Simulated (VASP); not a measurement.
# Hg in VASP: further runs

Runs on Hg. Level: PBE. Tasks: single point.

All numbers are computed with VASP 6.6.1; they aren't measurements. Logs are shortened: lines on timing, memory, paths and dates and some standing lists are left out, and cuts for length are marked.

### 1 The cell of the first run

The cell holds a sheet with vacuum, 2 atoms: a = 4.790 Å, b = 4.790 Å, c = 15.000 Å, α = 90.00°, β = 90.00°, γ = 120.00°.

### 2 Single point, PBE

INCAR

```
SYSTEM = Hg
ALGO = Normal ; DIPOL = 0.5 0.5 0.500
EDIFF = 1E-6 ; ENCUT = 520
GGA = PE ; IDIPOL = 3
ISIF = 2 ; ISMEAR = 0
LASPH = .TRUE. ; LCHARG = .FALSE.
LDIPOL = .TRUE. ; LREAL = .FALSE.
LWAVE = .FALSE. ; NBANDS = 19
NELM = 100 ; PREC = Accurate
SIGMA = 0.1
```

KPOINTS

```
k-points
0
G
  6 6 1
  0 0 0
```

POSCAR

```
Hg
1.0
    4.7903480000      0.0000000000      0.0000000000
   -2.3951740000      4.1485630000      0.0000000000
    0.0000000000      0.0000000000     15.0000000000
Hg
2
Direct
    0.3333333300      0.6666666700      0.4842210600
    0.6666666700      0.3333333300      0.5157789400
```

Potentials or basis: VASP PAW PBE potentials, release 64 (Hg).

Launch:

```console
> cat potpaw_PBE.64/Hg/POTCAR > POTCAR
> mpirun -np 1 vasp_std > vasp.out
```

OUTCAR:

```text
SYSTEM = Hg
   EDIFF = 1E-6
   ENCUT = 520
   GGA = PE
   ISIF = 2
   ISMEAR = 0
   LASPH = .TRUE.
   LREAL = .FALSE.
   NELM = 100
   PREC = Accurate

 ion  position               nearest neighbor table
   1  0.333  0.667  0.484-   2 2.81   2 2.81   2 2.81
   2  0.667  0.333  0.516-   1 2.81   1 2.81   1 2.81

  LATTYP: Found a hexagonal cell.
 ALAT       =     4.7903480000
 C/A-ratio  =     3.1312965154

  Lattice vectors:

 A1 = (   4.7903480000,   0.0000000000,   0.0000000000)
 A2 = (  -2.3951740000,   4.1485630000,   0.0000000000)
 A3 = (   0.0000000000,   0.0000000000,  15.0000000000)

Analysis of symmetry for initial positions (statically):
=====================================================================
 Subroutine PRICEL returns:
 Original cell was already a primitive cell.

 Routine SETGRP: Setting up the symmetry group for a
 hexagonal supercell.

 Subroutine GETGRP returns: Found 12 space group operations
 (whereof 12 operations were pure point group operations)
 out of a pool of 24 trial point group operations.

The static configuration has the point symmetry D_3d.

Analysis of symmetry for dynamics (positions and initial velocities):
=====================================================================
 Subroutine PRICEL returns:
 Original cell was already a primitive cell.

 Routine SETGRP: Setting up the symmetry group for a
 hexagonal supercell.

 Subroutine GETGRP returns: Found 12 space group operations
 (whereof 12 operations were pure point group operations)
 out of a pool of 24 trial point group operations.

The dynamic configuration has the point symmetry D_3d.

 Subroutine INISYM returns: Found 12 space group operations
 (whereof 12 operations are pure point group operations),
 and found     1 'primitive' translations

----------------------------------------------------------------------------------------

                                     Primitive cell

  volume of cell :     298.0959

  direct lattice vectors                    reciprocal lattice vectors
     4.790348000  0.000000000  0.000000000     0.208753101  0.120523661  0.000000000
    -2.395174000  4.148563000  0.000000000     0.000000000  0.241047322  0.000000000
     0.000000000  0.000000000 15.000000000     0.000000000  0.000000000  0.066666667

  length of vectors
     4.790348000  4.790347947 15.000000000     0.241047319  0.241047322  0.066666667

  position of ions in fractional coordinates (direct lattice)
     0.333333330  0.666666670  0.484221060
     0.666666670  0.333333330  0.515778940

  ion indices of the primitive-cell ions
   primitive index   ion index
                 1           1
                 2           2

----------------------------------------------------------------------------------------

 KPOINTS: k-points

Automatic generation of k-mesh.
 Grid dimensions read from file:
 generate k-points for:    6    6    1

 Generating k-lattice:

  Cartesian coordinates                     Fractional coordinates (reciprocal lattice)
     0.034792184  0.020087277  0.000000000     0.166666667  0.000000000  0.000000000
     0.000000000  0.040174554  0.000000000     0.000000000  0.166666667  0.000000000
     0.000000000  0.000000000  0.066666667     0.000000000  0.000000000  1.000000000

  Length of vectors
     0.040174553  0.040174554  0.066666667

  Shift w.r.t. Gamma in fractional coordinates (k-lattice)
     0.000000000  0.000000000  0.000000000

 Subroutine IBZKPT returns following result:
 ===========================================

 Found      7 irreducible k-points:

 Following reciprocal coordinates:
            Coordinates               Weight
  0.000000  0.000000  0.000000      1.000000
  0.166667 -0.000000  0.000000      6.000000
  0.333333 -0.000000  0.000000      6.000000
  0.500000 -0.000000  0.000000      3.000000
  0.166667  0.166667  0.000000      6.000000
  0.333333  0.166667  0.000000     12.000000
  0.333333  0.333333  0.000000      2.000000
   k-points           NKPTS =      7   k-points in BZ     NKDIM =      7   number of bands    NBANDS=     19
   number of dos      NEDOS =    301   number of ions     NIONS =      2
   total plane-waves  NPLWV = 145152
   dimension x,y,z NGX =    36 NGY =   36 NGZ =  112
   dimension x,y,z NGXF=    72 NGYF=   72 NGZF=  224
   ions per type =               2
   NGX,Y,Z   is equivalent  to a cutoff of  12.49, 12.49, 12.41 a.u.
   NGXF,Y,Z  is equivalent  to a cutoff of  24.99, 24.99, 24.83 a.u.
 SYSTEM =  Hg
   PREC   = accura    normal or accurate (medium, high low for compatibility)
   ISTART =      0    job   : 0-new  1-cont  2-samecut
   ICHARG =      2    charge: 1-file 2-atom 10-const
   ISPIN  =      1    spin polarized calculation?
   LNONCOLLINEAR =      F non collinear calculations
   LSORBIT =      F    spin-orbit coupling
   LASPH  =      T    aspherical Exc in radial PAW
   ENCUT  =  520.0 eV  38.22 Ry    6.18 a.u.   8.91  8.91 27.89*2*pi/ulx,y,z
   NELM   =    100;   NELMIN=  2; NELMDL= -5     # of ELM steps
   EDIFF  = 0.1E-05   stopping-criterion for ELM
   LREAL  =      F    real-space projection
   EDIFFG = 0.1E-04   stopping-criterion for IOM
   NSW    =      0    number of steps for IOM
   IBRION =     -1    ionic relax: 0-MD 1-quasi-New 2-CG
   NFREE  =      0    steps in history (QN), initial steepest desc. (CG)
   ISIF   =      2    stress and relaxation
   ISYM   =      2    0-nonsym 1-usesym 2-fastsym
   POTIM  = 0.5000    time-step for ionic-motion
   TEBEG  =    0.0;   TEEND  =   0.0 temperature during run
   PSTRESS=    0.0 pullay stress
   NELECT =      24.0000    total number of electrons
   NUPDOWN=      -1.0000    fix difference up-down
   EMIN   =  10.00;   EMAX   =-10.00  energy-range for DOS
   EFERMI =   0.00;   METHOD = LEGACY
   ISMEAR =     0;   SIGMA  =   0.10  broadening in eV -4-tet -1-fermi 0-gaus
   EFERMI_NEDOS =   21; number of points for ismear=-14 and -15
   IALGO  =     38    algorithm
   IMIX   =      4    mixing-type and parameters
     AMIX     =   0.40;   BMIX     =  1.00
     AMIX_MAG =   1.60;   BMIX_MAG =  1.00
  volume/ion in A,a.u.               =     149.05      1005.83
  Fermi-wavevector in a.u.,A,eV,Ry     =   0.706903  1.335853  6.798995  0.499712
  Thomas-Fermi vector in A             =   1.792808
   LORBIT       =      0    0 simple, 1 ext, 2 COOP (PROOUT), +10 PAW based schemes
   GGA     = PE    functional components
   LHFCALC =     F    Hartree Fock is set to
   AEXX    =    0.0000 exact exchange contribution
   IVDW    =     0    specifies the selected vdW correction
   LEPSILON=     F    determine dielectric tensor
   LRPA    =     F    only Hartree local field effects (RPA)
 non-spin polarized calculation
 Gauss-broadening in eV      SIGMA  =   0.10
  energy-cutoff  :      520.00
  volume of cell :      298.10
 maximum number of plane-waves:      8061
 NGX is ok and might be reduce to    36
   NGX = 17   NGY = 17   NGZ = 55

 number of electron      24.0000003 magnetization

 dipolmoment           0.000000      0.000000     -0.000000 electrons x Angstroem

 Free energy of the ion-electron system (eV)
  ---------------------------------------------------
  ext. energy  EPLUGINS =         0.00000000
  ---------------------------------------------------
  free energy    TOTEN  =         0.20284317 eV

  energy without entropy =        0.21309937  energy(sigma->0) =        0.20797127

 E-fermi :  -2.7239     XC(G=0):  -2.7300

 val. band max:       -2.7525344421   @ k =   0.3333   0.3333   0.0000
 cond. band min:      -1.9534000618   @ k =   0.3333   0.1667   0.0000
 fundamental gap:      0.7991343804
 Fermi energy:        -2.7238899721

 k-point     1 :       0.0000    0.0000    0.0000
  band No.  band energies     occupation
      1     -10.5533      2.00000
      2     -10.1292      2.00000
      3     -10.1292      2.00000
      4     -10.0284      2.00000
      5     -10.0284      2.00000
      6      -9.2783      2.00000
      7      -9.2783      2.00000
      8      -9.1817      2.00000
      9      -8.9794      2.00000
     10      -8.9794      2.00000
     11      -8.6831      2.00000
     12      -2.7697      1.48330
     13       0.0693      0.00000
     14       0.5028      0.00000
     15       1.0461      0.00000
     16       1.0461      0.00000
     17       1.5992      0.00000
     18       1.8759      0.00000
     19       4.3282      0.00000

 k-point     2 :       0.1667   -0.0000    0.0000
  band No.  band energies     occupation
      1     -10.5058      2.00000
      2     -10.2938      2.00000
      3     -10.2890      2.00000
      4      -9.9135      2.00000
      5      -9.8887      2.00000
      6      -9.3380      2.00000
      7      -9.2425      2.00000
      8      -9.1377      2.00000
      9      -8.9412      2.00000
     10      -8.9055      2.00000
     11      -8.4946      2.00000
     12      -2.7897      1.64792
     13      -1.5680      0.00000
     14       0.3521      0.00000
     15       0.7301      0.00000
     16       1.7021      0.00000
     17       2.0315      0.00000
     18       2.1990      0.00000
     19       3.7116      0.00000

 k-point     3 :       0.3333   -0.0000    0.0000
  band No.  band energies     occupation
      1     -10.5253      2.00000
      2     -10.4230      2.00000
      3     -10.3628      2.00000
      4      -9.9048      2.00000
      5      -9.7423      2.00000
      6      -9.4822      2.00000
      7      -9.1163      2.00000
      8      -9.0318      2.00000
      9      -8.9459      2.00000
     10      -8.7676      2.00000
     11      -7.7793      2.00000
     12      -4.4088      2.00000
     13      -1.4205      0.00000
     14      -0.5917      0.00000
     15       1.3395      0.00000
     16       1.4846      0.00000
     17       2.1508      0.00000
     18       2.5502      0.00000
     19       3.0055      0.00000

 k-point     4 :       0.5000   -0.0000    0.0000
  band No.  band energies     occupation
      1     -10.5822      2.00000
      2     -10.4678      2.00000
      3     -10.3420      2.00000
      4      -9.9262      2.00000
      5      -9.6542      2.00000
      6      -9.5651      2.00000
      7      -9.0502      2.00000
      8      -8.9880      2.00000
      9      -8.9687      2.00000
     10      -8.6930      2.00000
     11      -6.8526      2.00000
     12      -5.8297      2.00000
     13      -0.9714      0.00000
     14      -0.7396      0.00000
     15       0.7325      0.00000
     16       1.4650      0.00000
     17       2.6503      0.00000
     18       2.8512      0.00000
     19       3.6211      0.00000

 k-point     5 :       0.1667    0.1667    0.0000
  band No.  band energies     occupation
      1     -10.5289      2.00000
      2     -10.3818      2.00000
      3     -10.3518      2.00000
      4      -9.8916      2.00000
      5      -9.7813      2.00000
      6      -9.4418      2.00000
      7      -9.2161      2.00000
      8      -9.0264      2.00000
      9      -8.9317      2.00000
     10      -8.7651      2.00000
     11      -8.0473      2.00000
     12      -3.7879      2.00000
     13      -1.5821      0.00000
     14      -0.9814      0.00000
     15       1.1962      0.00000
     16       2.2197      0.00000
     17       2.3520      0.00000
     18       2.8231      0.00000
     19       3.2438      0.00000

 k-point     6 :       0.3333    0.1667    0.0000
  band No.  band energies     occupation
      1     -10.6520      2.00000
      2     -10.3828      2.00000
      3     -10.3394      2.00000
      4      -9.9295      2.00000
      5      -9.6627      2.00000
      6      -9.5588      2.00000
      7      -9.1077      2.00000
      8      -9.0173      2.00000
      9      -8.9875      2.00000
     10      -8.5437      2.00000
     11      -7.1218      2.00000
     12      -5.3882      2.00000
     13      -1.9534      0.00000
     14      -0.7218      0.00000
     15       1.0456      0.00000
     16       2.2201      0.00000
     17       2.9781      0.00000
     18       3.1664      0.00000
     19       3.5871      0.00000

 k-point     7 :       0.3333    0.3333    0.0000
  band No.  band energies     occupation
      1     -10.7237      2.00000
      2     -10.3315      2.00000
      3     -10.3315      2.00000
      4      -9.9562      2.00000
      5      -9.6079      2.00000
      6      -9.6079      2.00000
      7      -9.0618      2.00000
      8      -9.0471      2.00000
      9      -9.0471      2.00000
     10      -8.3685      2.00000
     11      -6.2726      2.00000
     12      -6.2726      2.00000
     13      -2.7525      1.31459
     14       0.2197      0.00000
     15       0.2197      0.00000
     16       2.6710      0.00000
     17       3.3751      0.00000
     18       3.3751      0.00000
     19       3.5339      0.00000

------------------------ aborting loop because EDIFF is reached ----------------------------------------

 vacuum level on the upper side and lower side of the slab       (xc-potential included)        -0.008        -0.008

  FORCE on cell =-STRESS in cart. coord.  units (eV):
  Direction    XX          YY          ZZ          XY          YZ          ZX
  --------------------------------------------------------------------------------------
  -------------------------------------------------------------------------------------
  Total        2.2594945      2.2594944      0.1490241      0.0000000      0.0000000      0.0000000
  in kB       12.1441144     12.1441141      0.8009606      0.0000000      0.0000000      0.0000000
  external PRESSURE =       8.3630630 kB  Pullay stress =       0.0000000 kB

 VOLUME and BASIS-vectors are now :
 -----------------------------------------------------------------------------
  energy-cutoff  :      520.00
  volume of cell :      298.10
      direct lattice vectors                 reciprocal lattice vectors
     4.790348000  0.000000000  0.000000000     0.208753101  0.120523661  0.000000000
    -2.395174000  4.148563000  0.000000000     0.000000000  0.241047322  0.000000000
     0.000000000  0.000000000 15.000000000     0.000000000  0.000000000  0.066666667

 POSITION                                       TOTAL-FORCE (eV/Angst)
 -----------------------------------------------------------------------------------
     -0.00000      2.76571      7.26332         0.000000     -0.000000     -0.376870
      2.39517      1.38285      7.73668        -0.000000      0.000000      0.376870
 -----------------------------------------------------------------------------------
    total drift:                               -0.000000      0.000000     -0.000000

  FREE ENERGIE OF THE ION-ELECTRON SYSTEM (eV)
  ---------------------------------------------------
  free  energy   TOTEN  =         0.2028431680 eV

  energy  without entropy=        0.2130993715  energy(sigma->0) =        0.20797127

 vacuum level on the upper side and lower side of the slab         1.050         1.050
```

It took 52 s on 1 thread of AMD EPYC 7R43 (Zen 3), shared host; peak memory 0.32 GiB.

What came out:

* Free energy: 0.2028 eV
* Largest force: 0.377 eV/Å

Forces on the atoms (eV/Å):
```
Hg   0.000  0.000 -0.377
Hg   0.000  0.000  0.377
```

Levels at points of the mesh, in eV from the Fermi level:
```csv
k point,band 8,band 9,band 10,band 11,band 12,band 13,band 14,band 15,band 16,band 17
"(0.00, 0.00, 0.00)",-6.46,-6.26,-6.26,-5.96,-0.05,2.79,3.23,3.77,3.77,4.32
"(0.50, 0.00, 0.00)",-6.26,-6.24,-5.97,-4.13,-3.11,1.75,1.98,3.46,4.19,5.37
```

Caveat: spin-orbit coupling is left out, which moves the levels of the heavy elements.

### 3 Single point, PBE

This run uses another cell than the first one, of 279.68 Å³/atom, 1.876 times its volume.

INCAR

```
SYSTEM = Hg
PREC = Accurate ; ENCUT = 520
EDIFF = 1E-7 ; ISMEAR = 0
SIGMA = 0.1 ; LREAL = .FALSE.
LASPH = .TRUE. ; NELM = 80
ALGO = Normal ; ISIF = 2
LWAVE = .FALSE. ; LCHARG = .FALSE.
LDIPOL = .TRUE. ; IDIPOL = 3
DIPOL = 0.5 0.5 0.303 ; GGA = PE
NBANDS = 19
```

KPOINTS

```
Automatic mesh
0
G
  6 6 1
  0 0 0
```

POSCAR

```
Hg
1.0
    5.1088705790      0.0000000000      0.0000000000
   -2.5544352895      4.4244117060      0.0000000000
    0.0000000000      0.0000000000     24.7467364000
Hg
2
Direct
    0.3333333333      0.6666666667      0.2726729759
    0.6666666667      0.3333333333      0.3334675575
```

Potentials or basis: VASP PAW PBE potentials, release 64 (Hg).

Launch:

```console
> cat potpaw_PBE.64/Hg/POTCAR > POTCAR
> mpirun -np 1 vasp_std > vasp.out
```

Run time: 2.1 min. Hardware: 1 thread of AMD EPYC 7R43 (Zen 3), shared host; peak memory 0.57 GiB.

The run converged. Its results:

```yaml
Free_energy: -0.1626 eV
Largest_force: 0.025 eV/Å
Band_gap_on_the_k_mesh: 2.40 eV, indirect (least direct gap 3.32 eV)
```

Forces on the atoms (eV/Å):
```
Hg   0.000  0.000 -0.025
Hg   0.000  0.000  0.025
```

Levels at points of the mesh, in eV from the valence-band top:
| k point | band 10 | band 11 | band 12 | band 13 | band 14 | band 15 |
| --- | --- | --- | --- | --- | --- | --- |
| (0.00, 0.00, 0.00) | -4.47 | -3.64 | 0.00 | 4.26 | 4.52 | 5.17 |
| (0.50, 0.00, 0.00) | -4.46 | -2.25 | -1.17 | 2.80 | 3.88 | 3.99 |

Caveat: spin-orbit coupling is left out, which moves the levels of the heavy elements.

### 4 Single point, PBE

This run uses another cell than the first one, of 279.68 Å³/atom, 1.876 times its volume.

INCAR

```
SYSTEM = Hg
PREC = Accurate
ENCUT = 520
EDIFF = 1E-6
ISMEAR = 0
SIGMA = 0.02
LREAL = .False.
LASPH = .True.
NELM = 80
ALGO = Normal
ISIF = 2
LWAVE = .False.
LCHARG = .False.
LDIPOL = .True.
IDIPOL = 3
DIPOL = 0.5 0.5 0.303
GGA = PE
NBANDS = 19
```

KPOINTS

```
regular mesh
0
Gamma
  6 6 1
  0 0 0
```

POSCAR is that of step 3.

Launch:

```console
> cat potpaw_PBE.64/Hg/POTCAR > POTCAR
> mpirun -np 1 vasp_std > vasp.out
```

It took 1.7 min on 1 thread of AMD EPYC 7R43 (Zen 3), shared host; peak memory 0.6 GiB.

It converged, with:

```yaml
Free_energy: -0.1626 eV
Largest_force: 0.025 eV/Å
Band_gap_on_the_k_mesh: 2.40 eV, indirect (least direct gap 3.32 eV)
```

Forces in eV/Å, atoms in the order of the input:
```
Hg   0.000  0.000 -0.025
Hg   0.000  0.000  0.025
```

Levels at points of the mesh, in eV from the valence-band top:
| k point | band 8 | band 9 | band 10 | band 11 | band 12 | band 13 | band 14 | band 15 | band 16 | band 17 |
| --- | --- | --- | --- | --- | --- | --- | --- | --- | --- | --- |
| (0.00, 0.00, 0.00) | -4.58 | -4.47 | -4.47 | -3.64 | 0.00 | 4.26 | 4.52 | 5.17 | 5.17 | 5.39 |
| (0.50, 0.00, 0.00) | -4.70 | -4.59 | -4.46 | -2.25 | -1.17 | 2.80 | 3.88 | 3.99 | 5.59 | 6.27 |

Caveat: spin-orbit coupling is left out, which moves the levels of the heavy elements.

### 5 Overview

| cell | smearing | gap on the mesh (eV) | largest force (eV/Å) |
| --- | --- | --- | --- |
| a = 4.790, b = 4.790, c = 15.000 Å, angles 90.0, 90.0, 120.0°, 2 atoms | gaussian 0.1 eV | - | 0.38 |
| a = 5.109, b = 5.109, c = 24.747 Å, angles 90.0, 90.0, 120.0°, 2 atoms | gaussian 0.1 eV | 2.40 | 0.03 |
| a = 5.109, b = 5.109, c = 24.747 Å, angles 90.0, 90.0, 120.0°, 2 atoms | gaussian 0.02 eV | 2.40 | 0.03 |

Alike in all rows: task single point; level PBE; potentials or basis VASP PAW PBE potentials, release 64 (Hg); no spin polarisation; k mesh 6 × 6 × 1; cutoff (eV) 520.

Caveats: spin-orbit coupling is left out, which moves the levels of the heavy elements.

Absolute energies hang on the potentials; compare differences alone.
